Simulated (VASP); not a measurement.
# Mg (I4/mmm) in VASP: further runs

The runs below take Mg through electric field gradients, with PBEsol.

Everything below comes from runs of VASP 6.6.1. Logs are shortened: lines on timing, memory, paths and dates and some standing lists are left out, and cuts for length are marked.

**1. The cell of the first run**

The structure is tetragonal, space group I4/mmm (No. 139). Conventional cell: a = 3.610 Å, b = 3.610 Å, c = 3.302 Å, α = 90.00°, β = 90.00°, γ = 90.00°. Mg (site symmetry 4/mmm) has 14 Mg at 3.04 to 3.61 Å within 4.0 Å.

**2. Electric field gradients, PBEsol (volume scaled by 0.95)**

The input, INCAR:

```
PREC = Accurate
ENCUT = 520
EDIFF = 1E-8
ISMEAR = -1
SIGMA = 0.05
LREAL = False
LASPH = True
NELM = 100
ALGO = Normal
ISIF = 2
LWAVE = False
LCHARG = False
GGA = PS
LEFG = True
NBANDS = 7
```

The input, KPOINTS:

```
Automatic mesh
0
Gamma
  15 15 15
```

The input, POSCAR:

```
Mg
1.0
   -1.8048671150      1.8048671150      1.6509340451
    1.8048671150     -1.8048671150      1.6509340451
    1.8048671150      1.8048671150     -1.6509340451
Mg
1
Direct
    0.0000000000      0.0000000000      0.0000000000
```

Potentials or basis: VASP PAW PBE potentials, release 64 (Mg).

On the command line:

```bash
> cat potpaw_PBE.64/Mg/POTCAR > POTCAR
> mpirun -np 1 vasp_std > vasp.out
```

OUTCAR:

```text
PREC = Accurate
   ENCUT = 520
   EDIFF = 1E-8
   ISMEAR = -1
   LREAL = False
   LASPH = True
   NELM = 100
   ISIF = 2
   GGA = PS

 ion  position               nearest neighbor table
   1  0.000  0.000  0.000-

  LATTYP: Found a body centered tetragonal cell.
 ALAT       =     3.6097342300
 C/A-ratio  =     0.9147122419

  Lattice vectors:

 A1 = (  -1.8048671150,   1.8048671150,   1.6509340451)
 A2 = (   1.8048671150,  -1.8048671150,   1.6509340451)
 A3 = (   1.8048671150,   1.8048671150,  -1.6509340451)

Analysis of symmetry for initial positions (statically):
=====================================================================
 Subroutine PRICEL returns:
 Original cell was already a primitive cell.

 Routine SETGRP: Setting up the symmetry group for a
 body centered tetragonal supercell.

 Subroutine GETGRP returns: Found 16 space group operations
 (whereof 16 operations were pure point group operations)
 out of a pool of 16 trial point group operations.

The static configuration has the point symmetry D_4h.

Analysis of symmetry for dynamics (positions and initial velocities):
=====================================================================
 Subroutine PRICEL returns:
 Original cell was already a primitive cell.

 Routine SETGRP: Setting up the symmetry group for a
 body centered tetragonal supercell.

 Subroutine GETGRP returns: Found 16 space group operations
 (whereof 16 operations were pure point group operations)
 out of a pool of 16 trial point group operations.

The dynamic configuration has the point symmetry D_4h.

 Subroutine INISYM returns: Found 16 space group operations
 (whereof 16 operations are pure point group operations),
 and found     1 'primitive' translations

----------------------------------------------------------------------------------------

                                     Primitive cell

  volume of cell :      21.5120

  direct lattice vectors                    reciprocal lattice vectors
    -1.804867115  1.804867115  1.650934045     0.000000000  0.277028705  0.302858858
     1.804867115 -1.804867115  1.650934045     0.277028705  0.000000000  0.302858858
     1.804867115  1.804867115 -1.650934045     0.277028705  0.277028705  0.000000000

  length of vectors
     3.039847665  3.039847665  3.039847665     0.410449012  0.410449012  0.391777752

  position of ions in fractional coordinates (direct lattice)
     0.000000000  0.000000000  0.000000000

  ion indices of the primitive-cell ions
   primitive index   ion index
                 1           1

----------------------------------------------------------------------------------------

 KPOINTS: Automatic mesh

Automatic generation of k-mesh.
 Grid dimensions read from file:
 generate k-points for:   15   15   15

 Generating k-lattice:

  Cartesian coordinates                     Fractional coordinates (reciprocal lattice)
     0.000000000  0.018468580  0.020190591     0.066666667 -0.000000000  0.000000000
     0.018468580  0.000000000  0.020190591    -0.000000000  0.066666667  0.000000000
     0.018468580  0.018468580  0.000000000     0.000000000  0.000000000  0.066666667

  Length of vectors
     0.027363267  0.027363267  0.026118517

  Shift w.r.t. Gamma in fractional coordinates (k-lattice)
     0.000000000  0.000000000  0.000000000

 Subroutine IBZKPT returns following result:
 ===========================================

 Found    288 irreducible k-points:

 Following reciprocal coordinates:
            Coordinates               Weight
  0.000000  0.000000  0.000000      1.000000
  0.066667 -0.000000  0.000000      8.000000
  0.133333 -0.000000  0.000000      8.000000
  0.200000 -0.000000  0.000000      8.000000
  0.266667 -0.000000  0.000000      8.000000
  0.333333 -0.000000  0.000000      8.000000
[... 16 lines left out ...]
  0.133333  0.133333  0.000000      8.000000
  0.200000  0.133333  0.000000     16.000000
 [... further k-points ...]
   k-points           NKPTS =    288   k-points in BZ     NKDIM =    288   number of bands    NBANDS=      7
   number of dos      NEDOS =    301   number of ions     NIONS =      1
   total plane-waves  NPLWV =  13824
   dimension x,y,z NGX =    24 NGY =   24 NGZ =   24
   dimension x,y,z NGXF=    48 NGYF=   48 NGZF=   48
   ions per type =               1
   NGX,Y,Z   is equivalent  to a cutoff of  13.13, 13.13, 13.13 a.u.
   NGXF,Y,Z  is equivalent  to a cutoff of  26.25, 26.25, 26.25 a.u.
 SYSTEM =  unknown system
   PREC   = accura    normal or accurate (medium, high low for compatibility)
   ISTART =      0    job   : 0-new  1-cont  2-samecut
   ICHARG =      2    charge: 1-file 2-atom 10-const
   ISPIN  =      1    spin polarized calculation?
   LNONCOLLINEAR =      F non collinear calculations
   LSORBIT =      F    spin-orbit coupling
   LASPH  =      T    aspherical Exc in radial PAW
   ENCUT  =  520.0 eV  38.22 Ry    6.18 a.u.   5.65  5.65  5.65*2*pi/ulx,y,z
   NELM   =    100;   NELMIN=  2; NELMDL= -5     # of ELM steps
   EDIFF  = 0.1E-07   stopping-criterion for ELM
   LREAL  =      F    real-space projection
   EDIFFG = 0.1E-06   stopping-criterion for IOM
   NSW    =      0    number of steps for IOM
   IBRION =     -1    ionic relax: 0-MD 1-quasi-New 2-CG
   NFREE  =      0    steps in history (QN), initial steepest desc. (CG)
   ISIF   =      2    stress and relaxation
   ISYM   =      2    0-nonsym 1-usesym 2-fastsym
   POTIM  = 0.5000    time-step for ionic-motion
   TEBEG  =    0.0;   TEEND  =   0.0 temperature during run
   PSTRESS=    0.0 pullay stress
   NELECT =       2.0000    total number of electrons
   NUPDOWN=      -1.0000    fix difference up-down
   EMIN   =  10.00;   EMAX   =-10.00  energy-range for DOS
   EFERMI =   0.00;   METHOD = LEGACY
   ISMEAR =    -1;   SIGMA  =   0.05  broadening in eV -4-tet -1-fermi 0-gaus
   EFERMI_NEDOS =   21; number of points for ismear=-14 and -15
   IALGO  =     38    algorithm
   IMIX   =      4    mixing-type and parameters
     AMIX     =   0.40;   BMIX     =  1.00
     AMIX_MAG =   1.60;   BMIX_MAG =  1.00
  volume/ion in A,a.u.               =      21.51       145.17
  Fermi-wavevector in a.u.,A,eV,Ry     =   0.741637  1.401491  7.483552  0.550026
  Thomas-Fermi vector in A             =   1.836325
   LORBIT       =      0    0 simple, 1 ext, 2 COOP (PROOUT), +10 PAW based schemes
   GGA     = PS    functional components
   LHFCALC =     F    Hartree Fock is set to
   AEXX    =    0.0000 exact exchange contribution
   IVDW    =     0    specifies the selected vdW correction
   LEPSILON=     F    determine dielectric tensor
   LRPA    =     F    only Hartree local field effects (RPA)
 non-spin polarized calculation
  energy-cutoff  :      520.00
  volume of cell :       21.51
 maximum number of plane-waves:       591
   NGX = 11   NGY = 11   NGZ = 11

 number of electron       2.0000000 magnetization

 Free energy of the ion-electron system (eV)
  ---------------------------------------------------
  ext. energy  EPLUGINS =         0.00000000
  ---------------------------------------------------
  free energy    TOTEN  =        -1.68771165 eV

  energy without entropy =       -1.68320719  energy(sigma->0) =       -1.68545942

 E-fermi :   2.9882     XC(G=0):  -8.7423

 val. band max:        2.9727718549   @ k =  -0.3333  -0.4000   0.1333
 cond. band min:       2.9893048394   @ k =   0.4000   0.1333   0.0000
 fundamental gap:      0.0165329846
 Fermi energy:         2.9882273360

 k-point     1 :       0.0000    0.0000    0.0000
  band No.  band energies     occupation
      1      -4.2731      2.00000
      2      15.2094      0.00000
      3      17.1275      0.00000
      4      17.1275      0.00000
      5      17.4686      0.00000
      6      17.8974      0.00000
      7      17.8974      0.00000

 k-point     2 :       0.0667   -0.0000    0.0000
  band No.  band energies     occupation
      1      -4.1601      2.00000
      2      14.7348      0.00000
      3      15.7721      0.00000
      4      16.4958      0.00000
      5      16.6267      0.00000
      6      18.4995      0.00000
      7      18.5583      0.00000
[... 201 lines left out ...]
 k-point    23 :       0.1333    0.1333    0.0000
  band No.  band energies     occupation
      1      -2.8869      2.00000
      2      10.7558      0.00000
      3      11.2056      0.00000
      4      13.1126      0.00000
      5      16.5838      0.00000
      6      16.8907      0.00000
      7      18.9879      0.00000

 k-point    24 :       0.2000    0.1333    0.0000
  band No.  band energies     occupation
      1      -2.0918      2.00000
      2       8.6810      0.00000
      3      10.1388      0.00000
      4      12.5117      0.00000
      5      15.9414      0.00000
      6      17.1060      0.00000
      7      19.0010      0.00000

 [... further k-points ...]

------------------------ aborting loop because EDIFF is reached ----------------------------------------

  FORCE on cell =-STRESS in cart. coord.  units (eV):
  Direction    XX          YY          ZZ          XY          YZ          ZX
  --------------------------------------------------------------------------------------
  -------------------------------------------------------------------------------------
  Total        0.2208855      0.2208855      0.3012916      0.0000000     -0.0000000      0.0000000
  in kB       16.4512016     16.4512016     22.4397171      0.0000000     -0.0000000      0.0000000
  external PRESSURE =      18.4473735 kB  Pullay stress =       0.0000000 kB

 VOLUME and BASIS-vectors are now :
 -----------------------------------------------------------------------------
  energy-cutoff  :      520.00
  volume of cell :       21.51
      direct lattice vectors                 reciprocal lattice vectors
    -1.804867115  1.804867115  1.650934045     0.000000000  0.277028705  0.302858858
     1.804867115 -1.804867115  1.650934045     0.277028705  0.000000000  0.302858858
     1.804867115  1.804867115 -1.650934045     0.277028705  0.277028705  0.000000000

 POSITION                                       TOTAL-FORCE (eV/Angst)
 -----------------------------------------------------------------------------------
      0.00000      0.00000      0.00000         0.000000      0.000000     -0.000000
 -----------------------------------------------------------------------------------
    total drift:                                0.000000      0.000000      0.000000

  FREE ENERGIE OF THE ION-ELECTRON SYSTEM (eV)
  ---------------------------------------------------
  free  energy   TOTEN  =        -1.6877116464 eV

  energy  without entropy=       -1.6832071944  energy(sigma->0) =       -1.68545942

 Electric field gradients (V/A^2)
---------------------------------------------------------------------
 ion       V_xx      V_yy      V_zz      V_xy      V_xz      V_yz
---------------------------------------------------------------------
   1       1.212     1.212    -2.424     0.000     0.000     0.000
---------------------------------------------------------------------

 Electric field gradients after diagonalization (V/A^2)
 (convention: |V_zz| > |V_xx| > |V_yy|)
----------------------------------------------------------------------
 ion       V_xx      V_yy      V_zz     asymmetry (V_yy - V_xx)/ V_zz
----------------------------------------------------------------------
   1       1.212     1.212    -2.424       0.000
----------------------------------------------------------------------

           NMR quadrupolar parameters

 Cq : quadrupolar parameter    Cq=e*Q*V_zz/h
 eta: asymmetry parameters     (V_yy - V_xx)/ V_zz
 Q  : nuclear electric quadrupole moment in mb (millibarn)
----------------------------------------------------------------------
 ion       Cq(MHz)       eta       Q (mb)
----------------------------------------------------------------------
   1      -0.006       0.000       1.000
----------------------------------------------------------------------
```

Run time: 13 s. Hardware: 1 thread of Intel Xeon 6975P-C (Granite Rapids), shared host; peak memory 0.16 GiB.

Results:

- Free energy: -1.6877 eV
- Pressure: 1.8 GPa
- Band gap on the k mesh: zero (band 1 reaches 6.36 eV, above the bottom of band 2 at 1.72 eV)

Stress tensor (GPa, compression positive):
```
1.65 0.00 0.00
0.00 1.65 0.00
0.00 0.00 2.24
```

Electric field gradients, principal values (V/Å²):
| atom | least | middle | greatest (by size) |
| --- | --- | --- | --- |
| 1 Mg | 1.212 | 1.212 | -2.424 |

Caveat: without QUAD_EFG the Cq values of the log hold for a quadrupole moment of 1 mb, not for the nuclei; the PAW data sets were made with another functional, which shifts forces and pressure a little.

(Continued in part 2 of 2.)
